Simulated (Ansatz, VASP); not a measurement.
## MgIn2N2: VASP beside Ansatz

INCAR

```
SYSTEM = MgIn2N2
PREC = Accurate
ENCUT = 520
EDIFF = 1E-7
ISMEAR = 0
SIGMA = 0.01
LREAL = .FALSE.
LASPH = .TRUE.
NELM = 100
ALGO = Normal
ISIF = 2
LWAVE = .FALSE.
LCHARG = .FALSE.
GGA = PE
NBANDS = 27
```

File KPOINTS:

```
regular mesh
0
G
  8 8 8
  0 0 0
```

File POSCAR:

```
MgIn2N2
1.0
    1.6344146363      0.9436297302      7.6095297691
   -1.6344146363      0.9436297302      7.6095297691
    0.0000000000     -1.8872594605      7.6095297691
Mg In N
1 2 2
Direct
    0.0000000000      0.0000000000      0.0000000000
    0.4391377727      0.4391377727      0.4391377727
    0.5608622273      0.5608622273      0.5608622273
    0.2770880383      0.2770880383      0.2770880383
    0.7229119617      0.7229119617      0.7229119617
```

Input for Ansatz:

```yaml
crystal:
  lattice:
    - [1.6344146363, 0.9436297302, 7.6095297691]
    - [-1.6344146363, 0.9436297302, 7.6095297691]
    - [0.0, -1.8872594605, 7.6095297691]
  atoms:
    - { symbol: Mg, position: [0.0, 0.0, 0.0] }
    - { symbol: In, position: [0.4391377727, 0.4391377727, 0.4391377727] }
    - { symbol: In, position: [0.5608622273, 0.5608622273, 0.5608622273] }
    - { symbol: "N", position: [0.2770880383, 0.2770880383, 0.2770880383] }
    - { symbol: "N", position: [0.7229119617, 0.7229119617, 0.7229119617] }
kpoints:
  mp_grid: { grid: [8, 8, 8] }
hamiltonian:
  xc: pbe
scf:
  occupations: { method: fixed }
  n_extra_bands: 5
output:
  forces: true
  stress: true
  eigenvalues: true
```

Alike in both runs: task single point; functional PBE; k mesh 8 × 8 × 8; no spin polarisation.

|  | VASP | Ansatz |
| --- | --- | --- |
| version | VASP 6.6.1 | Ansatz 0.2.0 |
| potentials or method | VASP PAW PBE potentials, release 64 (Mg, In_d, N) | plane waves, PAW |
| plane-wave cutoff (eV) | 520 | 420 |
| occupations | gaussian, width 0.01 eV | fixed |
| valence electrons in the cell | 38 | 46 |

VASP gave:

```
gap on the k mesh at the Fermi level (eV)                     : 0.41
pressure (GPa)                                                : 7.8
traceless stress, the component that is largest in VASP (GPa) : -0.20
rms of the force components (eV/Å)                            : 0.197
```

Estimate Ansatz's values.

gap on the k mesh at the Fermi level (eV): 0.41; pressure (GPa): 7.9; traceless stress, the component that is largest in VASP (GPa): -0.12; rms of the force components (eV/Å): 0.186.

Atom by atom the forces differ by 0.014 eV/Å (rms over components). VASP's potentials hold 38 valence electrons a cell and Ansatz's 46, so a difference there can come from the potentials and not from the codes.
